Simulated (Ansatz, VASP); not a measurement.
## Two plane-wave programs on Cd

```
CELL_PARAMETERS angstrom
0.00000 1.91514 1.91514
1.91514 0.00000 1.91514
1.91514 1.91514 0.00000
ATOMIC_POSITIONS crystal
Cd 0.00000 0.00000 0.00000
```

Alike in both runs: task relaxation of cell and atoms; functional PBEsol; k mesh 8 × 8 × 8; occupations gaussian, width 0.1 eV; no spin polarisation.

|  | VASP | Ansatz |
| --- | --- | --- |
| version | VASP 6.6.1 | Ansatz 0.2.0 |
| potentials or method | VASP PAW PBE potentials, release 64 (Cd), cutoff 500 eV | scalar-relativistic, plane waves, PAW |
| valence electrons in the cell | 12 | 20 |

|  | VASP | Ansatz | Ansatz less VASP |
| --- | --- | --- | --- |
| gap on the k mesh at the Fermi level, each at its own relaxed structure (eV) | none | none | - |
| relaxed volume (Å³/atom) | 20.75 | 20.97 | +0.219 |
| relaxed cell length with the largest relative difference (Å) | 3.085 | 3.095 | +0.0108 |

VASP's potentials were made for PBE, not for PBEsol. A gap of «none» marks a metal or a gap that the smearing closes. VASP's potentials hold 12 valence electrons a cell and Ansatz's 20, so a difference there can come from the potentials and not from the codes.

Noted on VASP's run: the volume moved by over 15 % at a fixed basis, so the end points are rough.
